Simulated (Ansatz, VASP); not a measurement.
**One calculation of Ir, two programs**

```xyz
2
Lattice="0.0000 0.0000 2.6323 2.5819 -2.2920 1.3162 2.5819 2.2920 -1.3162" Properties=species:S:1:pos:R:3 pbc="T T T"
Ir    2.5819   -1.1460    1.9743
Ir    2.5819    1.1460    0.6581
```

Alike in both runs: functional r2SCAN; k mesh 8 × 8 × 8; no spin polarisation.

Ansatz relaxed the structure, and its values are those at the end. VASP's run is a single point on that final structure, the one shown.

|  | VASP | Ansatz |
| --- | --- | --- |
| version | VASP 6.6.1 | Ansatz 0.2.0 |
| potentials or method | VASP PAW PBE potentials, release 64 (Ir_sv_GW), cutoff 550 eV | PAW plane waves |
| occupations | fermi-dirac, width 0.1 eV | fermi-dirac |
| valence electrons in the cell | 34 | 34 |

|  | VASP | Ansatz | Ansatz less VASP |
| --- | --- | --- | --- |
| gap on the k mesh at the Fermi level (eV) | none | none | - |
| pressure (GPa) | -2.0 | 0.0 | +1.96 |

VASP's potentials were made for PBE, not for r2SCAN. A gap of «none» marks a metal or a gap that the smearing closes.

Spin-orbit coupling is off throughout.
